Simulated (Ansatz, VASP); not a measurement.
**NiOs: VASP beside Ansatz**

```
CELL_PARAMETERS angstrom
2.71399 0.00000 0.00000
0.00000 2.71399 0.00000
0.00000 0.00000 3.84612
ATOMIC_POSITIONS crystal
Ni 0.00000 0.00000 0.00000
Os 0.50000 0.50000 0.50000
```

Alike in both runs: task single point; functional PBE; k mesh 16 × 16 × 12; occupations gaussian, width 0.1 eV; no spin polarisation.

|  | VASP | Ansatz |
| --- | --- | --- |
| version | VASP 6.6.1 | Ansatz 0.2.0 |
| potentials or method | VASP PAW PBE potentials, release 64 (Ni, Os), cutoff 520 eV | scalar-relativistic, plane waves, PAW |
| valence electrons in the cell | 18 | 34 |

|  | VASP | Ansatz | Ansatz less VASP |
| --- | --- | --- | --- |
| gap on the k mesh at the Fermi level (eV) | none | none | - |
| pressure (GPa) | -25.6 | -25.5 | +0.07 |
| traceless stress, the component that is largest in VASP (GPa) | 2.28 | 2.11 | -0.168 |

A gap of «none» marks a metal or a gap that the smearing closes. VASP's potentials hold 18 valence electrons a cell and Ansatz's 34, so a difference there can come from the potentials and not from the codes.

Neither program's run includes spin-orbit coupling.
